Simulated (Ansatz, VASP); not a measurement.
One calculation of Y2MgC2, two programs

The input INCAR:

```
SYSTEM = Y2MgC2
  ALGO = Normal
  EDIFF = 1E-6
  EDIFFG = -0.04
  ENCUT = 600
  GGA = PE
  IBRION = 2
  ISIF = 3
  ISMEAR = 0
  LASPH = .True.
  LCHARG = .False.
  LREAL = .False.
  LWAVE = .False.
  NELM = 100
  NSW = 90
  PREC = Accurate
  SIGMA = 0.1
```

Contents of KPOINTS:

```
k-points
0
Gamma
  6 6 4
  0 0 0
```

File POSCAR:

```
Y2MgC2
1.0
    4.2035244189      0.0000000000      0.0000000000
   -2.1017622094      3.6403589322      0.0000000000
    0.0000000000      0.0000000000      5.3731571753
Y Mg C
2 1 2
Direct
    0.3333333333      0.6666666667      0.2823880217
    0.6666666667      0.3333333333      0.7176119783
    0.0000000000      0.0000000000      0.0000000000
    0.3333333333      0.6666666667      0.7814075592
    0.6666666667      0.3333333333      0.2185924408
```

Input for Ansatz:

```yaml
crystal:
  lattice:
    - [4.2035244189, 0.0, 0.0]
    - [-2.1017622094, 3.6403589322, 0.0]
    - [0.0, 0.0, 5.3731571753]
  atoms:
    - { symbol: "Y", position: [0.3333333333, 0.6666666667, 0.2823880217] }
    - { symbol: "Y", position: [0.6666666667, 0.3333333333, 0.7176119783] }
    - { symbol: Mg, position: [0.0, 0.0, 0.0] }
    - { symbol: C, position: [0.3333333333, 0.6666666667, 0.7814075592] }
    - { symbol: C, position: [0.6666666667, 0.3333333333, 0.2185924408] }
basis:
  ecutwfc: 420
kpoints:
  mp_grid: { grid: [6, 6, 4] }
hamiltonian:
  xc: pbe
scf:
  occupations: { method: gaussian, width: 0.1 }
  lower_state_search: "off"
output:
  forces: true
  stress: true
  eigenvalues: true
relax:
  adjacent_minimum: "off"
  f_tol: 0.04
  max_steps: 70
  cell: { stress_tol: 0.4 }
```

Change from the starting cell: species swapped into the Nb2CS2 type (P-3m1, No. 164).

Alike in both runs: task relaxation of cell and atoms; functional PBE; k mesh 6 × 6 × 4; occupations gaussian, width 0.1 eV; no spin polarisation.

```csv
,VASP,Ansatz
version,VASP 6.6.1,Ansatz 0.2.0
potentials or method,"VASP PAW PBE potentials, release 64 (Y_sv, Mg, C), cutoff 600 eV","scalar-relativistic, plane waves, PAW"
valence electrons in the cell,32,40
```

Ansatz gave:

* gap on the k mesh at the Fermi level, each at its own relaxed structure (eV): none
* relaxed volume (Å³/atom): 16.47
* relaxed cell length with the largest relative difference (Å): 4.221

Estimate VASP's values.

gap on the k mesh at the Fermi level, each at its own relaxed structure (eV): none; relaxed volume (Å³/atom): 16.49; relaxed cell length with the largest relative difference (Å): 4.224.

A gap of «none» marks a metal or a gap that the smearing closes. VASP's potentials hold 32 valence electrons a cell and Ansatz's 40, so a difference there can come from the potentials and not from the codes.
